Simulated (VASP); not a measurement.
The system is PtSe2 (Sudovikovite).

```xyz
3
Lattice="3.7240 0.0000 0.0000 -1.8620 3.2251 0.0000 0.0000 0.0000 5.0620" Properties=species:S:1:pos:R:3 pbc="T T T"
Pt    0.0000    0.0000    0.0000
Se    0.0000    2.1501    1.2655
Se    1.8620    1.0750    3.7965
```

Base run:

| Item | Value |
| --- | --- |
| Program | VASP 6.6.1 |
| Functional | RPBE |
| Potentials or basis | VASP PAW PBE potentials, release 64 (Pt, Se) |
| Cutoff | 520 eV |
| k mesh | 7 × 7 × 5 |
| Occupations | fermi-dirac, width 0.1 eV |
| Spin | no spin polarisation |

Its results: band gap on the k mesh zero (band 11 reaches 7.03 eV, above the bottom of band 12 at 6.74 eV); pressure 9.8 GPa; largest force 0.658 eV/Å.

Q: After a change of settings the same cell gave: band gap on the k mesh zero (band 11 reaches 7.00 eV, above the bottom of band 12 at 6.71 eV); pressure 9.1 GPa; largest force 0.644 eV/Å. Which change was it?
A. functional from RPBE to BLYP
B. functional from RPBE to revPBE
C. functional from RPBE to LDA; potentials or basis from VASP PAW PBE potentials, release 64 (Pt, Se) to VASP PAW LDA potentials, release 64 (Pt, Se)

A: B.

Caveats: the PAW data sets were made with another functional, which shifts forces and pressure a little; spin-orbit coupling is left out, which moves the levels of the heavy elements.
